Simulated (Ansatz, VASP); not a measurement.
Al in VASP and in Ansatz

```
Al
1.0
     2.89065    0.00000    0.00000
    -1.44532    2.50337    0.00000
     0.00000    0.00000    8.76011
Al
4
Direct
  0.00000 0.00000 0.00000
  0.33333 0.66667 0.25000
  0.00000 0.00000 0.50000
  0.66667 0.33333 0.75000
```

Alike in both runs: task single point; functional PBE; dispersion D3(BJ); k mesh 18 × 18 × 6; occupations gaussian, width 0.15 eV; no spin polarisation.

```csv
,VASP,Ansatz
version,VASP 6.6.1,Ansatz 0.2.0
potentials or method,"VASP PAW PBE potentials, release 64 (Al), cutoff 520 eV","scalar-relativistic, plane waves, PAW"
valence electrons in the cell,12,12
```

```tsv
	VASP	Ansatz	Ansatz less VASP
gap on the k mesh at the Fermi level (eV)	none	none	-
pressure (GPa)	0.7	0.7	0.00
traceless stress, the component that is largest in VASP (GPa)	4.17	4.17	+0.001
```

A gap of «none» marks a metal or a gap that the smearing closes.
